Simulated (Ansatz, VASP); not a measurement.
## AlN: VASP beside Ansatz

File INCAR:

```
PREC     = Accurate       # precision mode
ENCUT    = 600            # plane-wave cutoff, eV
EDIFF    = 1E-6           # SCF threshold, eV
ISMEAR   = 0              # smearing method
SIGMA    = 0.1            # smearing width, eV
LREAL    = False          # projectors in reciprocal space
LASPH    = True           # aspherical terms in the spheres
NELM     = 120            # most SCF steps
ALGO     = Normal         # electronic algorithm
ISIF     = 2              # what is computed and relaxed
LWAVE    = False          # write WAVECAR
LCHARG   = False          # write CHGCAR
GGA      = CA             # functional
NBANDS   = 16             # bands
GGA_COMPAT= False
```

File KPOINTS:

```
Automatic mesh
0
Gamma
  6 6 4
```

Contents of POSCAR:

```
AlN
1.0
    3.1100000000      0.0000000000      0.0000000000
   -1.5550000000      2.6933390000      0.0000000000
    0.0000000000      0.0000000000      4.9800000000
Al N
2 2
Direct
    0.3333333000      0.6666667000      0.0000000000
    0.6666667000      0.3333333000      0.5000000000
    0.3333333000      0.6666667000      0.3770000000
    0.6666667000      0.3333333000      0.8770000000
```

Input for Ansatz:

```yaml
crystal:
  lattice:
    - [3.11, 0.0, 0.0]
    - [-1.555, 2.693339, 0.0]
    - [0.0, 0.0, 4.98]
  atoms:
    - { symbol: Al, position: [0.3333333, 0.6666667, 0.0] }
    - { symbol: Al, position: [0.6666667, 0.3333333, 0.5] }
    - { symbol: "N", position: [0.3333333, 0.6666667, 0.377] }
    - { symbol: "N", position: [0.6666667, 0.3333333, 0.877] }
basis:
  ecutwfc: 420
kpoints:
  mp_grid: { grid: [6, 6, 4] }
hamiltonian:
  xc: lda
  pseudopotentials: { kind: paw, azcp: { folder: soft_1 } }
scf:
  occupations: { method: gaussian, width: 0.1 }
output:
  forces: true
  stress: true
  eigenvalues: true
```

Alike in both runs: task single point; functional LDA; k mesh 6 × 6 × 4; occupations gaussian, width 0.1 eV; no spin polarisation.

```csv
,VASP,Ansatz
version,VASP 6.6.1,Ansatz 0.2.0
potentials or method,"VASP PAW LDA potentials, release 64 (Al, N), cutoff 600 eV","scalar-relativistic, plane waves, PAW"
valence electrons in the cell,16,16
```

```tsv
	VASP	Ansatz	Ansatz less VASP
gap on the k mesh at the Fermi level (eV)	4.31	4.30	-0.008
least direct gap on the mesh (eV)	4.31	4.30	-0.008
pressure (GPa)	-3.7	-4.2	-0.48
traceless stress, the component that is largest in VASP (GPa)	2.31	2.25	-0.056
rms of the force components (eV/Å)	0.184	0.180	-0.0033
```

Ansatz warns that its potentials were made for another functional, while VASP's fit it. LDA's correlation is that of Perdew and Zunger in VASP and of Perdew and Wang (1992) in Ansatz. Atom by atom the forces differ by 0.003 eV/Å (rms over components).
